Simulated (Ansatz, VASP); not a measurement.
**FePb: VASP beside Ansatz**

```
Fe Pb
1.0
     3.39864    0.00000    0.00000
     0.00000    3.39864    0.00000
     0.00000    0.00000    3.39864
Fe Pb
1 1
Cartesian
  0.0000 0.0000 0.0000
  1.6993 1.6993 1.6993
```

Alike in both runs: task single point; functional PBE; k mesh 12 × 12 × 12; occupations gaussian, width 0.1 eV; collinear spin.

|  | VASP | Ansatz |
| --- | --- | --- |
| version | VASP 6.6.1 | Ansatz 0.2.0 |
| potentials or method | VASP PAW PBE potentials, release 64 (Fe, Pb_d), cutoff 520 eV | scalar-relativistic, plane waves, PAW |
| valence electrons in the cell | 22 | 30 |

|  | VASP | Ansatz | Ansatz less VASP |
| --- | --- | --- | --- |
| gap on the k mesh at the Fermi level (eV) | none | none | - |
| pressure (GPa) | -0.2 | 0.0 | +0.14 |
| net moment per atom (μB) | 1.28 | 1.29 | +0.005 |
| size of the moment on the site where the two differ most (μB) | 2.67 | 2.72 | +0.048 |

Site moments also hang on the region over which each program counts them. A gap of «none» marks a metal or a gap that the smearing closes. The functional is the same, so the differences come from potentials, cutoffs and numerics. VASP's potentials hold 22 valence electrons a cell and Ansatz's 30, so a difference there can come from the potentials and not from the codes.

Spin-orbit coupling is off throughout.
